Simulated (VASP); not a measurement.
# GaP (I-4m2) in VASP: single point with HSE06

Aim: the single point of GaP with HSE06.

All numbers are computed with VASP 6.6.1; they aren't measurements. Logs are shortened: lines on timing, memory, paths and dates and some standing lists are left out, and cuts for length are marked.

### 1 The cell of the first run

The structure is tetragonal, space group I-4m2 (No. 119). The conventional cell has a = 3.854 Å, b = 3.854 Å, c = 5.233 Å, α = 90.00°, β = 90.00°, γ = 90.00°. Ga (site symmetry -4m2) has 4 P at 2.33 Å within 3.1 Å. P (site symmetry -4m2) has 4 Ga at 2.33 Å within 3.1 Å.

### 2 Single point, HSE06 (uniaxial z strain -4.0%)

Contents of POSCAR:

```
GaP
1.0
    0.0000000000      2.7253992874      2.6163833159
    2.7253992874      0.0000000000      2.6163833159
    2.7253992874      2.7253992874      0.0000000000
Ga P
1 1
Direct
    0.0000000000      0.0000000000      0.0000000000
    0.2500000000      0.2500000000      0.2500000000
```

Contents of INCAR.step1:

```
PREC     = Accurate       # precision mode
ENCUT    = 520            # plane-wave cutoff, eV
EDIFF    = 1E-5           # SCF threshold, eV
ISMEAR   = 0              # smearing method
SIGMA    = 0.01           # smearing width, eV
LREAL    = F              # projectors in reciprocal space
LASPH    = T              # aspherical terms in the spheres
NELM     = 100            # most SCF steps
ALGO     = Normal         # electronic algorithm
ISIF     = 2              # what is computed and relaxed
LWAVE    = T              # write WAVECAR
GGA      = PE             # functional
NBANDS   = 16             # bands
```

Contents of INCAR.step2:

```
PREC     = Accurate       # precision mode
ENCUT    = 520            # plane-wave cutoff, eV
EDIFF    = 1E-7           # SCF threshold, eV
ISMEAR   = 0              # smearing method
SIGMA    = 0.01           # smearing width, eV
LREAL    = F              # projectors in reciprocal space
LASPH    = T              # aspherical terms in the spheres
NELM     = 100            # most SCF steps
ALGO     = Normal         # electronic algorithm
ISIF     = 2              # what is computed and relaxed
LWAVE    = F              # write WAVECAR
LCHARG   = T              # write CHGCAR
GGA      = PE             # functional
LHFCALC  = T              # exact exchange
HFSCREEN = 0.2079         # screening, 1/A
PRECFOCK = Normal       
LELF     = T              # ELF
LVHAR    = T            
ISTART   = 1            
NBANDS   = 16             # bands
```

Contents of KPOINTS:

```
Automatic mesh
0
Gamma
  6 6 6
```

Potentials or basis: VASP PAW PBE potentials, release 64 (Ga_d, P).

Launch:

```console
> cat potpaw_PBE.64/Ga_d/POTCAR potpaw_PBE.64/P/POTCAR > POTCAR
> cp INCAR.step1 INCAR
> mpirun -np 1 vasp_std > vasp.out
> cp INCAR.step2 INCAR
> mpirun -np 1 vasp_std > vasp.out
```

OUTCAR:

```text
PREC = Accurate
   ENCUT = 520
   EDIFF = 1E-7
   ISMEAR = 0
   LREAL = F
   LASPH = T
   NELM = 100
   ISIF = 2
   GGA = PE
   LHFCALC = T
   HFSCREEN = 0.2079
   PRECFOCK = Normal
   ISTART = 1

 ion  position               nearest neighbor table
   1  0.000  0.000  0.000-   2 2.33   2 2.33   2 2.33   2 2.33
   2  0.250  0.250  0.250-   1 2.33   1 2.33   1 2.33   1 2.33

  LATTYP: Found a body centered tetragonal cell.
 ALAT       =     3.8542966351
 C/A-ratio  =     1.3576450199

  Lattice vectors:

 A1 = (   0.0000000000,  -2.7253992874,  -2.6163833159)
 A2 = (   0.0000000000,   2.7253992874,  -2.6163833159)
 A3 = (   2.7253992874,   0.0000000000,   2.6163833159)

Analysis of symmetry for initial positions (statically):
=====================================================================
 Subroutine PRICEL returns:
 Original cell was already a primitive cell.

 Routine SETGRP: Setting up the symmetry group for a
 body centered tetragonal supercell.

 Subroutine GETGRP returns: Found  8 space group operations
 (whereof  8 operations were pure point group operations)
 out of a pool of 16 trial point group operations.

The static configuration has the point symmetry D_2d.

Analysis of symmetry for dynamics (positions and initial velocities):
=====================================================================
 Subroutine PRICEL returns:
 Original cell was already a primitive cell.

 Routine SETGRP: Setting up the symmetry group for a
 body centered tetragonal supercell.

 Subroutine GETGRP returns: Found  8 space group operations
 (whereof  8 operations were pure point group operations)
 out of a pool of 16 trial point group operations.

The dynamic configuration has the point symmetry D_2d.

 Subroutine INISYM returns: Found  8 space group operations
 (whereof  8 operations are pure point group operations),
 and found     1 'primitive' translations

----------------------------------------------------------------------------------------

                                     Primitive cell

  volume of cell :      38.8680

  direct lattice vectors                    reciprocal lattice vectors
     0.000000000  2.725399287  2.616383316    -0.183459357  0.183459357  0.191103497
     2.725399287  0.000000000  2.616383316     0.183459357 -0.183459357  0.191103497
     2.725399287  2.725399287  0.000000000     0.183459357  0.183459357 -0.191103497

  length of vectors
     3.777997212  3.777997212  3.854296635     0.322234724  0.322234724  0.322234724

  position of ions in fractional coordinates (direct lattice)
     0.000000000  0.000000000  0.000000000
     0.250000000  0.250000000  0.250000000

  ion indices of the primitive-cell ions
   primitive index   ion index
                 1           1
                 2           2

----------------------------------------------------------------------------------------

 KPOINTS: Automatic mesh

Automatic generation of k-mesh.
 Grid dimensions read from file:
 generate k-points for:    6    6    6

 Generating k-lattice:

  Cartesian coordinates                     Fractional coordinates (reciprocal lattice)
    -0.030576559  0.030576559  0.031850583     0.166666667  0.000000000  0.000000000
     0.030576559 -0.030576559  0.031850583     0.000000000  0.166666667  0.000000000
     0.030576559  0.030576559 -0.031850583     0.000000000  0.000000000  0.166666667

  Length of vectors
     0.053705787  0.053705787  0.053705787

  Shift w.r.t. Gamma in fractional coordinates (k-lattice)
     0.000000000  0.000000000  0.000000000

 Subroutine IBZKPT returns following result:
 ===========================================

 Found     30 irreducible k-points:

 Following reciprocal coordinates:
            Coordinates               Weight
  0.000000  0.000000  0.000000      1.000000
  0.166667  0.000000  0.000000      8.000000
  0.333333  0.000000  0.000000      8.000000
  0.500000  0.000000  0.000000      4.000000
  0.166667  0.166667  0.000000      2.000000
  0.333333  0.166667  0.000000      8.000000
[... 16 lines left out ...]
  0.333333  0.000000  0.333333      4.000000
  0.500000 -0.000000  0.333333     16.000000
 [... further k-points ...]
   k-points           NKPTS =     30   k-points in BZ     NKDIM =    216   number of bands    NBANDS=     16
   number of dos      NEDOS =    301   number of ions     NIONS =      2
   total plane-waves  NPLWV =  23520
   dimension x,y,z NGX =    28 NGY =   28 NGZ =   30
   dimension x,y,z NGXF=    56 NGYF=   56 NGZF=   60
   ions per type =               1   1
   NGX,Y,Z   is equivalent  to a cutoff of  12.32, 12.32, 12.94 a.u.
   NGXF,Y,Z  is equivalent  to a cutoff of  24.64, 24.64, 25.88 a.u.
 SYSTEM =  unknown system
   PREC   = accura    normal or accurate (medium, high low for compatibility)
   ISTART =      1    job   : 0-new  1-cont  2-samecut
   ICHARG =      0    charge: 1-file 2-atom 10-const
   ISPIN  =      1    spin polarized calculation?
   LNONCOLLINEAR =      F non collinear calculations
   LSORBIT =      F    spin-orbit coupling
   LASPH  =      T    aspherical Exc in radial PAW
   ENCUT  =  520.0 eV  38.22 Ry    6.18 a.u.   7.02  7.02  7.17*2*pi/ulx,y,z
   NELM   =    100;   NELMIN=  2; NELMDL=  0     # of ELM steps
   EDIFF  = 0.1E-06   stopping-criterion for ELM
   LREAL  =      F    real-space projection
   EDIFFG = 0.1E-05   stopping-criterion for IOM
   NSW    =      0    number of steps for IOM
   IBRION =     -1    ionic relax: 0-MD 1-quasi-New 2-CG
   NFREE  =      0    steps in history (QN), initial steepest desc. (CG)
   ISIF   =      2    stress and relaxation
   ISYM   =      3    0-nonsym 1-usesym 2-fastsym
   POTIM  = 0.5000    time-step for ionic-motion
   TEBEG  =    0.0;   TEEND  =   0.0 temperature during run
   PSTRESS=    0.0 pullay stress
   NELECT =      18.0000    total number of electrons
   NUPDOWN=      -1.0000    fix difference up-down
   EMIN   =  10.00;   EMAX   =-10.00  energy-range for DOS
   EFERMI =   0.00;   METHOD = LEGACY
   ISMEAR =     0;   SIGMA  =   0.01  broadening in eV -4-tet -1-fermi 0-gaus
   EFERMI_NEDOS =   21; number of points for ismear=-14 and -15
   IALGO  =     38    algorithm
   IMIX   =      1    mixing-type and parameters
     AMIX     =   0.40;   BMIX     =  1.00
     AMIX_MAG =   1.60;   BMIX_MAG =  1.00
  volume/ion in A,a.u.               =      19.43       131.15
  Fermi-wavevector in a.u.,A,eV,Ry     =   1.266587  2.393503 21.827055  1.604243
  Thomas-Fermi vector in A             =   2.399780
   LORBIT       =      0    0 simple, 1 ext, 2 COOP (PROOUT), +10 PAW based schemes
   GGA     = PE    functional components
   LHFCALC =     T    Hartree Fock is set to
   PRECFOCK=normal    Normal, Fast or Accurate (Low or Medium for compatibility)
   ENCUT4O =  -1.0   cutoff for four orbital integrals eV
   NKREDX  =     1    reduce k-point grid by
   NKREDY  =     1    reduce k-point grid by
   NKREDZ  =     1    reduce k-point grid by
   AEXX    =    0.2500 exact exchange contribution
   HFSCREEN=    0.2079 screening length (either q_TF or 0.3 A-1)
   HFSCREENC=   0.2079 screening length for correlation (either q_TF or 0.3 A-1)
   ENCUTFOCK=  -1.0 apply spherical cutoff to Coloumb kernel
   IVDW    =     0    specifies the selected vdW correction
   LEPSILON=     F    determine dielectric tensor
   LRPA    =     F    only Hartree local field effects (RPA)
 non-spin polarized calculation
 Gauss-broadening in eV      SIGMA  =   0.01
  energy-cutoff  :      520.00
  volume of cell :       38.87
 maximum number of plane-waves:      1062
  NGX = 24; NGY = 24; NGZ = 24

 number of electron      17.9999996 magnetization

 Free energy of the ion-electron system (eV)
  ---------------------------------------------------
  ext. energy  EPLUGINS =         0.00000000
  ---------------------------------------------------
  free energy    TOTEN  =       -10.74465655 eV

  energy without entropy =      -10.74465655  energy(sigma->0) =      -10.74465655

 E-fermi :   4.8924     XC(G=0):  -8.3029

 val. band max:        4.7915216436   @ k =   0.0000   0.0000   0.0000
 cond. band min:       6.6469891793   @ k =   0.5000   0.5000   0.0000
 fundamental gap:      1.8554675357
 Fermi energy:         4.8924287359

 k-point     1 :       0.0000    0.0000    0.0000
  band No.  band energies     occupation
      1     -12.4798      2.00000
      2     -12.4798      2.00000
      3     -12.4680      2.00000
      4     -12.3672      2.00000
      5     -12.3594      2.00000
      6      -9.4738      2.00000
[... 8 lines left out ...]
     15      15.2106      0.00000
     16      15.9699      0.00000

 k-point     2 :       0.1667    0.0000    0.0000
  band No.  band energies     occupation
      1     -12.4944      2.00000
      2     -12.4715      2.00000
      3     -12.4633      2.00000
      4     -12.3678      2.00000
      5     -12.3586      2.00000
      6      -9.0726      2.00000
[... 8 lines left out ...]
     15      14.8487      0.00000
     16      16.0405      0.00000

 k-point     3 :       0.3333    0.0000    0.0000
  band No.  band energies     occupation
      1     -12.5277      2.00000
      2     -12.4578      2.00000
      3     -12.4506      2.00000
      4     -12.3663      2.00000
      5     -12.3538      2.00000
      6      -7.9910      2.00000
[... 8 lines left out ...]
     15      15.5458      0.00000
     16      15.7925      0.00000

 k-point     4 :       0.5000    0.0000    0.0000
  band No.  band energies     occupation
      1     -12.5437      2.00000
      2     -12.4528      2.00000
      3     -12.4457      2.00000
      4     -12.3637      2.00000
      5     -12.3494      2.00000
      6      -7.1034      2.00000
[... 8 lines left out ...]
     15      17.5729      0.00000
     16      17.9970      0.00000
[... 324 lines left out ...]
 k-point    22 :      -0.3333    0.5000    0.1667
  band No.  band energies     occupation
      1     -12.5670      2.00000
      2     -12.4288      2.00000
      3     -12.4128      2.00000
      4     -12.3933      2.00000
      5     -12.3429      2.00000
      6      -5.9061      2.00000
[... 8 lines left out ...]
     15      18.2152      0.00000
     16      19.9998      0.00000

 k-point    23 :       0.3333    0.0000    0.3333
  band No.  band energies     occupation
      1     -12.5605      2.00000
      2     -12.4263      2.00000
      3     -12.4227      2.00000
      4     -12.3864      2.00000
      5     -12.3492      2.00000
      6      -7.5058      2.00000
[... 8 lines left out ...]
     15      17.4680      0.00000
     16      20.7523      0.00000

 k-point    24 :       0.5000   -0.0000    0.3333
  band No.  band energies     occupation
      1     -12.5687      2.00000
      2     -12.4225      2.00000
      3     -12.4158      2.00000
      4     -12.3860      2.00000
      5     -12.3491      2.00000
      6      -6.5141      2.00000
[... 8 lines left out ...]
     15      18.0625      0.00000
     16      19.7011      0.00000

 [... further k-points ...]

------------------------ aborting loop because EDIFF is reached ----------------------------------------

  FORCE on cell =-STRESS in cart. coord.  units (eV):
  Direction    XX          YY          ZZ          XY          YZ          ZX
  --------------------------------------------------------------------------------------
  -------------------------------------------------------------------------------------
  Total        0.8375158      0.8375158      1.5853128      0.0000000      0.0000000     -0.0000000
  in kB       34.5232737     34.5232737     65.3482406      0.0000000      0.0000000     -0.0000000
  external PRESSURE =      44.7982627 kB  Pullay stress =       0.0000000 kB

 VOLUME and BASIS-vectors are now :
 -----------------------------------------------------------------------------
  energy-cutoff  :      520.00
  volume of cell :       38.87
      direct lattice vectors                 reciprocal lattice vectors
     0.000000000  2.725399287  2.616383316    -0.183459357  0.183459357  0.191103497
     2.725399287  0.000000000  2.616383316     0.183459357 -0.183459357  0.191103497
     2.725399287  2.725399287  0.000000000     0.183459357  0.183459357 -0.191103497

 POSITION                                       TOTAL-FORCE (eV/Angst)
 -----------------------------------------------------------------------------------
      0.00000      0.00000      0.00000        -0.000000     -0.000000     -0.000000
      1.36270      1.36270      1.30819         0.000000      0.000000      0.000000
 -----------------------------------------------------------------------------------
    total drift:                               -0.000001     -0.000000     -0.000005

  FREE ENERGIE OF THE ION-ELECTRON SYSTEM (eV)
  ---------------------------------------------------
  free  energy   TOTEN  =       -10.7446565535 eV

  energy  without entropy=      -10.7446565535  energy(sigma->0) =      -10.74465655
```

Run time: 1.8 h. Hardware: 1 thread of Oxide Virtual Turin-like, shared host; peak memory 0.27 GiB.

Results:

| Property | Result |
| --- | --- |
| Free energy | -10.7447 eV |
| Pressure | 4.5 GPa |
| Band gap on the k mesh | 1.86 eV (least direct gap 3.00 eV) |

Caveat: the cell differs from its parent crystal (uniaxial z strain -4.0%); the cell stands under pressure; the PAW data sets were made with another functional, which shifts forces and pressure a little.
